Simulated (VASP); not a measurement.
Write the native input for VASP 6.6.1 that does the following.

| Property | Result |
| --- | --- |
| Task | relaxation of cell and atoms |
| Functional | PBE |
| Potentials or basis | VASP PAW PBE potentials, release 64 (Li_sv, P) |
| Cutoff | 600 eV |
| k mesh | 4 × 4 × 6 |
| Occupations | gaussian, width 0.1 eV |
| Spin | no spin polarisation |
| Dipole correction | no |
| Further INCAR settings | ALGO = Normal; EDIFF = 1e-07; IBRION = 2; EDIFFG = -0.04; NSW = 90; ISIF = 3 |

The structure of Li2P lies in POSCAR:

```
Li2P
1.0
    4.3342444542      0.0000000000      0.0000000000
    0.0000000000      5.2899119080      0.0000000000
    0.0000000000      0.0000000000      3.3023186383
Li P
4 2
Direct
    0.2004000000      0.3787000000      0.0000000000
    0.7996000000      0.6213000000      0.0000000000
    0.7004000000      0.1213000000      0.5000000000
    0.2996000000      0.8787000000      0.5000000000
    0.0000000000      0.0000000000      0.0000000000
    0.5000000000      0.5000000000      0.5000000000
```

These files were run (other wordings do the same):

INCAR

```
SYSTEM = Li2P
  PREC = Accurate
  ENCUT = 600
  EDIFF = 1E-7
  ISMEAR = 0
  SIGMA = 0.1
  LREAL = .False.
  LASPH = .True.
  NELM = 100
  ALGO = Normal
  ISIF = 3
  LWAVE = .False.
  LCHARG = .False.
  GGA = PE
  IBRION = 2
  NSW = 90
  EDIFFG = -0.04
```

KPOINTS

```
Automatic mesh
0
Gamma
  4 4 6
  0 0 0
```

Potentials or basis: VASP PAW PBE potentials, release 64 (Li_sv, P).

The run is started by

```bash
$ cat potpaw_PBE.64/Li_sv/POTCAR potpaw_PBE.64/P/POTCAR > POTCAR
$ mpirun -np 1 vasp_std > vasp.out
```

It gave:

```
Relaxed volume                         : 16.97 Å³/atom
Relaxed cell                           : a = 5.453 Å, b = 6.666 Å, c = 2.802 Å, α = 90.00°, β = 90.00°, γ = 90.00°
Space group after relaxing (to 0.05 Å) : Pnnm (No. 58)
Energy gained by relaxing              : 542.2 meV/atom
Ionic steps                            : 15
Pressure after relaxing                : -0.2 GPa
Largest force after relaxing           : 0.021 eV/Å
Band gap on the k mesh                 : zero (band 11 reaches 5.50 eV, above the bottom of band 12 at 1.36 eV)
```

Caveat: the k points lie up to 0.37 Å⁻¹ apart in the final cell; the cutoff is under 1.25 times the usual one of these potentials, so pressure, stress and relaxed cells hold a basis-set (Pulay) error; the volume moved by over 15 % at a fixed basis, so the end points are rough.

Run time: 4.1 min on 1 thread of Intel(R) Xeon(R) 6975P-C (Granite Rapids), on a shared host, peak memory 0.21 GiB.
